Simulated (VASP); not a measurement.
# CoO (R-3m) in VASP: relaxation of the atoms with PBE+U

Aim: the relaxation of the atoms of CoO with PBE+U.

All numbers are computed with VASP 6.6.1; they aren't measurements. Logs are shortened: lines on timing, memory, paths and dates and some standing lists are left out, and cuts for length are marked.

## Step 1: The cell of the first run

It takes space group R-3m (No. 166, trigonal). The conventional cell has a = 3.011 Å, b = 3.011 Å, c = 7.320 Å, α = 90.00°, β = 90.00°, γ = 120.00°. Co (site symmetry -3m) has 6 O at 2.12 Å within 2.8 Å. Within 2.8 Å of O (site symmetry -3m) lie 6 Co at 2.12 Å.

## Step 2: Relaxation of the atoms, PBE+U, collinear spin, ferromagnetic start

INCAR reads:

```
PREC = Accurate
ENCUT = 520
EDIFF = 1E-7
ISMEAR = 1
SIGMA = 0.1
LREAL = F
LASPH = T
NELM = 200
ALGO = Normal
ISIF = 2
LWAVE = F
LCHARG = F
ISPIN = 2
MAGMOM = 2.5 0
LORBIT = 11
LMAXMIX = 4
LDAU = T
LDAUTYPE = 2
LDAUL = 2 -1
LDAUU = 6 0
LDAUJ = 0 0
LDAUPRINT = 1
GGA = PE
IBRION = 2
NSW = 100
EDIFFG = -0.005
GGA_COMPAT = F
NELMIN = 4
```

KPOINTS reads:

```
Automatic mesh
0
Gamma
  10 10 10
```

POSCAR reads:

```
CoO
1.0
    1.5054700000      0.8691830000      2.4399270000
   -1.5054700000      0.8691830000      2.4399270000
    0.0000000000     -1.7383660000      2.4399270000
Co O
1 1
Direct
    0.0000000000      0.0000000000      0.0000000000
    0.5000000000      0.5000000000      0.5000000000
```

Potentials or basis: VASP PAW PBE potentials, release 64 (Co, O).

On the command line:

```bash
> cat potpaw_PBE.64/Co/POTCAR potpaw_PBE.64/O/POTCAR > POTCAR
> mpirun -np 1 vasp_std > vasp.out
```

OUTCAR:

```text
PREC = Accurate
   ENCUT = 520
   EDIFF = 1E-7
   ISMEAR = 1
   LREAL = F
   LASPH = T
   NELM = 200
   ISIF = 2
   ISPIN = 2
   LORBIT = 11
   GGA = PE
   IBRION = 2
   NSW = 100
   EDIFFG = -0.005
   NELMIN = 4

 ion  position               nearest neighbor table
   1  0.000  0.000  0.000-   2 2.12   2 2.12   2 2.12   2 2.12   2 2.12   2 2.12
   2  0.500  0.500  0.500-   1 2.12   1 2.12   1 2.12   1 2.12   1 2.12   1 2.12

  LATTYP: Found a trigonal (rhomboedric) cell.
 ALAT       =     2.9958576024
 COS(alpha) =     0.4949529099

  Lattice vectors:

 A1 = (   1.5054700000,   0.8691830000,   2.4399270000)
 A2 = (  -1.5054700000,   0.8691830000,   2.4399270000)
 A3 = (   0.0000000000,  -1.7383660000,   2.4399270000)

Analysis of symmetry for initial positions (statically):
=====================================================================
 Subroutine PRICEL returns:
 Original cell was already a primitive cell.

 Routine SETGRP: Setting up the symmetry group for a
 trigonal (rhombohedral) supercell.

 Subroutine GETGRP returns: Found 12 space group operations
 (whereof 12 operations were pure point group operations)
 out of a pool of 12 trial point group operations.

The static configuration has the point symmetry D_3d.

Analysis of symmetry for dynamics (positions and initial velocities):
=====================================================================
 Subroutine PRICEL returns:
 Original cell was already a primitive cell.

 Routine SETGRP: Setting up the symmetry group for a
 trigonal (rhombohedral) supercell.

 Subroutine GETGRP returns: Found 12 space group operations
 (whereof 12 operations were pure point group operations)
 out of a pool of 12 trial point group operations.

The dynamic configuration has the point symmetry D_3d.

Analysis of structural, dynamic, and magnetic symmetry:
=====================================================================
 Subroutine PRICEL returns:
 Original cell was already a primitive cell.

 Routine SETGRP: Setting up the symmetry group for a
 trigonal (rhombohedral) supercell.

 Subroutine GETGRP returns: Found 12 space group operations
 (whereof 12 operations were pure point group operations)
[... 172 lines left out ...]
  o =  0.9726  v =  0.0000  0.0000  0.0000  0.0000  0.0000 -0.0000 -0.0000  1.0000 -0.0000 -0.0000      0.0000  0.0000  0.0000  0.0000  0.0000  0.0000  0.0000  0.0000  0.0000  0.0000
  o =  0.9761  v = -0.0000  0.0002  1.0000 -0.0000  0.0003  0.0000  0.0000  0.0000  0.0000  0.0000      0.0000  0.0000  0.0000  0.0000  0.0000  0.0000  0.0000  0.0000  0.0000  0.0000
  o =  0.9775  v = -0.0000 -0.5772  0.0004 -0.0000 -0.8166  0.0000  0.0000  0.0000  0.0000  0.0000      0.0000  0.0000  0.0000  0.0000  0.0000  0.0000  0.0000  0.0000  0.0000  0.0000
  o =  0.9775  v =  0.8166 -0.0000  0.0000  0.5772 -0.0000  0.0000  0.0000  0.0000  0.0000  0.0000      0.0000  0.0000  0.0000  0.0000  0.0000  0.0000  0.0000  0.0000  0.0000  0.0000
  o =  1.0260  v = -0.0000  0.8166  0.0000  0.0000 -0.5772  0.0000  0.0000  0.0000  0.0000  0.0000      0.0000  0.0000  0.0000  0.0000  0.0000  0.0000  0.0000  0.0000  0.0000  0.0000
  o =  1.0260  v = -0.5772 -0.0000 -0.0000  0.8166  0.0000  0.0000  0.0000  0.0000  0.0000  0.0000      0.0000  0.0000  0.0000  0.0000  0.0000  0.0000  0.0000  0.0000  0.0000  0.0000

 number of electron      15.0000006 magnetization       2.9999991

 Free energy of the ion-electron system (eV)
  ---------------------------------------------------
  ext. energy  EPLUGINS =         0.00000000
  ---------------------------------------------------
  free energy    TOTEN  =       -10.44941277 eV

  energy without entropy =      -10.45022778  energy(sigma->0) =      -10.44968444

 E-fermi :   7.7985     XC(G=0): -12.4144

 val. band max:        7.7909460854   @ k =  -0.4000  -0.4000   0.3000
 cond. band min:       7.8055059818   @ k =  -0.2000   0.2000   0.2000
 fundamental gap:      0.0145598964
 Fermi energy:         7.7985010848

 spin component 1

 k-point     1 :       0.0000    0.0000    0.0000
  band No.  band energies     occupation
      1     -11.9871      1.00000
      2       1.4060      1.00000
      3       1.4060      1.00000
      4       1.8368      1.00000
      5       1.8368      1.00000
      6       2.4791      1.00000
      7       5.1501      1.00000
      8       5.1501      1.00000
      9       5.2188      1.00000
     10       9.1663     -0.00000
     11      24.2488      0.00000
     12      24.2489      0.00000
[... 697 lines left out ...]
      1     -10.4123      1.00000
      2       1.8382      1.00000
      3       3.5401      1.00000
      4       4.1582      1.00000
      5       4.9471      1.00000
      6       7.1499      1.00000
      7       8.0543     -0.00089
      8      11.0764      0.00000
      9      11.2943      0.00000
     10      15.2685      0.00000
     11      18.9957      0.00000
     12      19.9794      0.00000

 [... further k-points ...]
[... 5 lines left out ...]
  --------------------------------------------------------------------------------------
  -------------------------------------------------------------------------------------
  Total        0.1600562      0.1600560      0.0264781      0.0000000      0.0000000      0.0000000
  in kB       13.3866390     13.3866233      2.2145554      0.0000000      0.0000000      0.0000000
  external PRESSURE =       9.6626059 kB  Pullay stress =       0.0000000 kB

 VOLUME and BASIS-vectors are now :
 -----------------------------------------------------------------------------
  energy-cutoff  :      520.00
  volume of cell :       19.16
      direct lattice vectors                 reciprocal lattice vectors
     1.505470000  0.869183000  2.439927000     0.332122194  0.191750951  0.136616109
    -1.505470000  0.869183000  2.439927000    -0.332122194  0.191750951  0.136616109
     0.000000000 -1.738366000  2.439927000     0.000000000 -0.383501902  0.136616109

 POSITION                                       TOTAL-FORCE (eV/Angst)
 -----------------------------------------------------------------------------------
      0.00000      0.00000      0.00000         0.000000      0.000000     -0.000000
      0.00000      0.00000      3.65989         0.000000     -0.000000      0.000000
 -----------------------------------------------------------------------------------
    total drift:                               -0.000000      0.000000     -0.000000

  FREE ENERGIE OF THE ION-ELECTRON SYSTEM (eV)
  ---------------------------------------------------
  free  energy   TOTEN  =       -10.4494127744 eV

  energy  without entropy=      -10.4502277822  energy(sigma->0) =      -10.44968444

 reached required accuracy - stopping structural energy minimisation

 total charge

# of ion       s       p       d       tot
------------------------------------------
    1        0.302   0.372   7.171   7.845
    2        1.552   3.461   0.000   5.013
--------------------------------------------------
tot          1.854   3.833   7.171  12.858

 magnetization (x)

# of ion       s       p       d       tot
------------------------------------------
    1        0.020   0.017   2.765   2.803
    2        0.018   0.190   0.000   0.207
--------------------------------------------------
tot          0.038   0.207   2.765   3.010
```

CONTCAR:

```text
CoO
   1.00000000000000
     1.5054700000000001    0.8691830000000000    2.4399270000000000
    -1.5054700000000001    0.8691830000000000    2.4399270000000000
     0.0000000000000000   -1.7383660000000001    2.4399270000000000
  Co              O
     1     1
Direct
     0.0000000000000000    0.0000000000000000    0.0000000000000000
     0.5000000000000000    0.5000000000000000    0.5000000000000000

  0.00000000E+00  0.00000000E+00  0.00000000E+00
  0.00000000E+00  0.00000000E+00  0.00000000E+00
```

It took 3.2 min on 1 thread of Intel Xeon 8259CL, shared host; peak memory 0.18 GiB.

Results:

```yaml
Free_energy: -10.4494 eV
Pressure_after_relaxing: 1.0 GPa
Band_gap_on_the_k_mesh: zero (filled and empty bands overlap)
Net_moment: 3.00 μB per cell
Site_moments: Co +2.80; O +0.21 μB
Valence_electrons_inside_the_program's_atomic_spheres: Co 7.84; O 5.01
```

Final structure:
```yaml
crystal:
  lattice:
    - [1.50547, 0.86918, 2.43993]
    - [-1.50547, 0.86918, 2.43993]
    - [0.00000, -1.73837, 2.43993]
  atoms:
    - { symbol: Co, position: [0.00000, 0.00000, 0.00000] }
    - { symbol: O, position: [0.50000, 0.50000, 0.50000] }
```

Levels at points of the mesh, in eV from the Fermi level:
Spin up:
```tsv
k point	band 7	band 8	band 9	band 10	band 11	band 12
(0.00, 0.00, 0.00)	-2.65	-2.65	-2.58	1.37	16.45	16.45
(0.50, 0.00, 0.00)	-3.96	-0.93	-0.87	5.40	9.66	13.69
(0.50, 0.50, 0.00)	-4.60	-3.92	-3.85	6.09	10.30	10.41
(0.50, 0.50, 0.50)	-3.51	-0.89	-0.89	5.34	9.78	13.55
```
Spin down:
```
           k point  band 4  band 5  band 6  band 7  band 8  band 9
(0.00, 0.00, 0.00)   -2.24   -2.18   -0.95   -0.95    1.90    2.61
(0.50, 0.00, 0.00)   -3.65   -2.38   -0.05    0.58    4.74    4.84
(0.50, 0.50, 0.00)   -3.53   -3.46   -0.86    0.20    3.25    3.40
(0.50, 0.50, 0.50)   -4.10   -2.16    0.55    0.55    4.72    4.72
```

Eigenvalues of the final occupation matrices:
| site | spin | trace | eigenvalues |
| --- | --- | --- | --- |
| site 1 d | 1 | 4.98 | 0.98 0.98 0.98 1.03 1.03 |
| site 1 d | 2 | 2.21 | 0.10 0.10 0.52 0.52 0.97 |

Caveat: the relaxation stopped at its first step, so nothing moved; a cell with one magnetic atom can't hold antiferromagnetic order, which such compounds often take. The state reached can hang on the start; a lower one may exist.
